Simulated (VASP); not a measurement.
## C: single point with r2SCAN

Crystal: C.

```xyz
2
Lattice="1.7712 1.7712 0.0000 -1.7712 1.7712 0.0000 0.0000 1.7712 1.7821" Properties=species:S:1:pos:R:3 pbc="T T T"
C     0.0000    1.7712    0.0000
C     0.8856    2.6569    0.8910
```

This cell differs from its parent crystal: in-plane strain -0.005, then relaxed in part.

| Item | Value |
| --- | --- |
| Program | VASP 6.6.1 |
| Task | single point |
| Functional | r2SCAN |
| Potentials or basis | VASP PAW PBE potentials, release 64 (C_h) |
| Cutoff | 1430 eV |
| k mesh | 12 × 12 × 12 |
| Occupations | gaussian, width 0.01 eV |
| Spin | no spin polarisation |
| Dipole correction | no |
| Further INCAR settings | ALGO = Normal; EDIFF = 1e-06; NBANDS = 11 |

The pressure is 3.5 GPa and the band gap on the k mesh is 4.33 eV (least direct gap 5.86 eV).

Stress tensor (GPa, compression positive):
```
 5.51  0.00  0.00
 0.00  5.51  0.00
 0.00  0.00 -0.66
```

Levels at points of the mesh, in eV from the valence-band top:
| k point | band 1 | band 2 | band 3 | band 4 | band 5 | band 6 | band 7 | band 8 | band 9 |
| --- | --- | --- | --- | --- | --- | --- | --- | --- | --- |
| (0.00, 0.00, 0.00) | -22.90 | -0.10 | 0.00 | 0.00 | 5.86 | 5.86 | 5.94 | 14.17 | 20.57 |
| (0.50, 0.00, 0.00) | -16.87 | -14.22 | -3.10 | -2.98 | 8.88 | 8.97 | 9.36 | 16.84 | 23.39 |
| (0.50, 0.50, 0.00) | -13.67 | -13.67 | -6.80 | -6.80 | 4.97 | 4.97 | 18.12 | 18.12 | 24.91 |
| (0.00, 0.00, 0.50) | -13.77 | -13.77 | -6.70 | -6.70 | 5.13 | 5.13 | 18.09 | 18.09 | 24.81 |

It took 3.8 min on 1 thread of AMD EPYC 7R43 64-Core Processor (Zen 3), with other jobs on the host, peak memory 0.19 GiB.

Caveat: the cell differs from its parent crystal (in-plane strain -0.005, then relaxed in part); the stress differs along the axes, from -1 to 6 GPa; the PAW data sets were made with another functional, which shifts forces and pressure a little. A k mesh can miss the band edges.
